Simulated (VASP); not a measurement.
**Ti: electric field gradients with LDA**

The system is Ti.

```
Ti
1.0
    -1.62582    1.62582    1.62582
     1.62582   -1.62582    1.62582
     1.62582    1.62582   -1.62582
Ti
1
Direct
  0.00000 0.00000 0.00000
```

```
Program                : VASP 6.6.1
Task                   : electric field gradients
Functional             : LDA
Potentials or basis    : VASP PAW LDA potentials, release 64 (Ti_sv)
Cutoff                 : 520 eV
k mesh                 : 18 × 18 × 18
Occupations            : fermi-dirac, width 0.05 eV
Spin                   : no spin polarisation
Dipole correction      : no
Further INCAR settings : ALGO = Normal; EDIFF = 1e-08; NBANDS = 12
```

```json
{
 "Pressure": "-8.5 GPa",
 "Band gap on the k mesh": "zero (band 6 reaches 8.91 eV, above the bottom of band 7 at 7.38 eV)"
}
```

Levels at points of the mesh, in eV from the Fermi level:
```
           k point  band 2  band 3  band 4  band 5  band 6  band 7  band 8  band 9  band 10  band 11
(0.00, 0.00, 0.00)  -32.02  -32.02  -32.02   -5.89    0.96    0.96    0.96    2.76     2.76    17.57
(0.50, 0.00, 0.00)  -32.74  -32.25  -32.03   -2.47   -0.44    1.28    2.74    3.10     4.32     8.90
(0.50, 0.50, 0.50)  -32.52  -32.52  -32.52   -2.14   -2.14    3.96    3.96    3.96     8.48     8.48
```

Wall time 18 s on 1 thread of Intel(R) Xeon(R) Platinum 8488C (Sapphire Rapids) (shared host), peak memory 0.15 GiB.

Caveat: without QUAD_EFG the Cq values of the log hold for a quadrupole moment of 1 mb, not for the nuclei.
